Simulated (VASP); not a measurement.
Runs of VASP 6.6.1 on Sc. The structure is that of space group P6/mmm (No. 191), or close to it. The cells are those of the table. This isn't the form of Sc at room conditions, which is hcp.

| task | cell | k mesh | cutoff (eV) | gap on the mesh (eV) | pressure (GPa) |
| --- | --- | --- | --- | --- | --- |
| single point | a = 5.140, b = 5.140, c = 3.219 Å, angles 90.0, 90.0, 120.0°, 3 atoms | 7 × 7 × 10 | 520 | none | 0.0 |
| single point | a = 5.070, b = 5.070, c = 3.176 Å, angles 90.0, 90.0, 120.0°, 3 atoms | 8 × 8 × 11 | 520 | none | 2.3 |
| single point | a = 4.999, b = 4.999, c = 3.131 Å, angles 90.0, 90.0, 120.0°, 3 atoms | 8 × 8 × 11 | 520 | none | 5.1 |
| single point | a = 5.338, b = 5.338, c = 3.343 Å, angles 90.0, 90.0, 120.0°, 3 atoms | 8 × 8 × 11 | 520 | none | -4.9 |
| relaxation of cell and atoms | relaxed from a = 5.208, b = 5.208, c = 3.193 Å, angles 90.0, 90.0, 120.0°, 3 atoms | 7 × 7 × 10 | 600 | none | 0.0 |
| single point | a = 5.140, b = 5.140, c = 3.219 Å, angles 90.0, 90.0, 120.0°, 3 atoms | 9 × 9 × 13 | 520 | none | 0.0 |
| single point | a = 5.207, b = 5.207, c = 3.262 Å, angles 90.0, 90.0, 120.0°, 3 atoms | 8 × 8 × 11 | 520 | none | (a) |
| single point | a = 5.140, b = 5.140, c = 3.219 Å, angles 90.0, 90.0, 120.0°, 3 atoms | 8 × 8 × 11 | 520 | none | 0.0 |

Alike in all rows: level PBE; potentials or basis VASP PAW PBE potentials, release 64 (Sc_sv); no spin polarisation; smearing fermi-dirac 0.1 eV.

Problem. Estimate the missing entries.

Solution. (a) -1.9.

Caveats: the cell stands under pressure (at least some runs); the cell stands under tension (at least some runs).

A gap of «none» marks levels without a gap at the run's occupations.
